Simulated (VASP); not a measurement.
Pd, 1 atom in the cell. Symmetry: Fm-3m, No. 225, cubic system. The conventional cell has a = 3.914 Å, b = 3.914 Å, c = 3.914 Å, α = 90.00°, β = 90.00°, γ = 90.00°. Within 3.6 Å of Pd (site symmetry m-3m) lie 12 Pd at 2.77 Å. 

```yaml
Program: VASP 6.6.1
Task: single point
Functional: r2SCAN
Potentials_or_basis: VASP PAW PBE potentials, release 64 (Pd)
Cutoff: 520 eV
k_mesh: 14 × 14 × 14
Occupations: fermi-dirac, width 0.01 eV
Spin: collinear spin, ferromagnetic start
Starting_moments: "[0.436] μB"
Dipole_correction: no
Further_INCAR_settings: ALGO = Normal; EDIFF = 1e-06; NBANDS = 15
```

Potentials or basis: VASP PAW PBE potentials, release 64 (Pd).

Command:

```sh
$ cat potpaw_PBE.64/Pd/POTCAR > POTCAR
$ cp INCAR.step1 INCAR
$ mpirun -np 1 vasp_std > vasp.out
$ cp INCAR.step2 INCAR
$ mpirun -np 1 vasp_std > vasp.out
```

Hardware: 1 thread of AMD EPYC 7R13 Processor (Zen 3) (shared host).

Task: Estimate the wall time of this run.

Result: Wall time 3.4 min on 1 thread of AMD EPYC 7R13 Processor (Zen 3), with other jobs on the host, peak memory 0.15 GiB. Counts: k points 104.
